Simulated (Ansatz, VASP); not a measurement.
# NaCl: VASP beside Ansatz

The input INCAR:

```
PREC     = Accurate       # precision mode
ENCUT    = 520            # plane-wave cutoff, eV
EDIFF    = 1E-8           # SCF threshold, eV
ISMEAR   = -1             # smearing method
SIGMA    = 0.02           # smearing width, eV
LREAL    = F              # projectors in reciprocal space
LASPH    = T              # aspherical terms in the spheres
NELM     = 100            # most SCF steps
ALGO     = Normal         # electronic algorithm
ISIF     = 2              # what is computed and relaxed
LWAVE    = F              # write WAVECAR
LCHARG   = F              # write CHGCAR
GGA      = PS             # functional
LEFG     = T            
NBANDS   = 14             # bands
```

File KPOINTS:

```
Automatic mesh
0
Gamma
  8 8 8
```

Contents of POSCAR:

```
NaCl
1.0
    2.8886000000      0.0000000000      0.0000000000
    0.0000000000      2.8886000000      0.0000000000
    0.0000000000      0.0000000000      2.8600000000
Na Cl
1 1
Direct
    0.0000000000      0.0000000000      0.0000000000
    0.5000000000      0.5000000000      0.5000000000
```

Input for Ansatz:

```yaml
crystal:
  lattice:
    - [2.8886, 0.0, 0.0]
    - [0.0, 2.8886, 0.0]
    - [0.0, 0.0, 2.86]
  atoms:
    - { symbol: Na, position: [0.0, 0.0, 0.0] }
    - { symbol: Cl, position: [0.5, 0.5, 0.5] }
kpoints:
  mp_grid: { grid: [8, 8, 8] }
scf:
  occupations: { method: fermi_dirac, width: 0.02 }
hamiltonian:
  xc: pbesol
  pseudopotentials: { kind: paw }
output:
  forces: true
  stress: true
  eigenvalues: true
  efg: { contact_densities: true }
  write_density: true
  write_potential: true
  elf: true
  volumetric_format: npy
```

Change from the starting cell: equal xx and yy strain of +1 %, PAW files.

Alike in both runs: task electric field gradients; functional PBEsol; k mesh 8 × 8 × 8; occupations fermi-dirac, width 0.02 eV; no spin polarisation.

|  | VASP | Ansatz |
| --- | --- | --- |
| version | VASP 6.6.1 | Ansatz 0.2.0 |
| potentials or method | VASP PAW PBE potentials, release 64 (Na_pv, Cl) | PAW with Ansatz's default frozen-core files, scalar-relativistic |
| plane-wave cutoff (eV) | 520 | 420 |
| valence electrons in the cell | 14 | 16 |

```csv
,VASP,Ansatz,Ansatz less VASP
gap on the k mesh at the Fermi level (eV),4.19,4.14,-0.051
pressure (GPa),55.3,54.8,-0.57
"traceless stress, the component that is largest in VASP (GPa)",1.64,1.65,+0.006
size of Vzz on the site where it differs most (V/Å²),5.5,5.8,+0.24
```

VASP's potentials were made for PBE, not for PBEsol. Both programs put the cell under a high pressure, so it lies far from rest at this level. The functional is the same, so the differences come from potentials, cutoffs and numerics. VASP's potentials hold 14 valence electrons a cell and Ansatz's 16, so a difference there can come from the potentials and not from the codes.
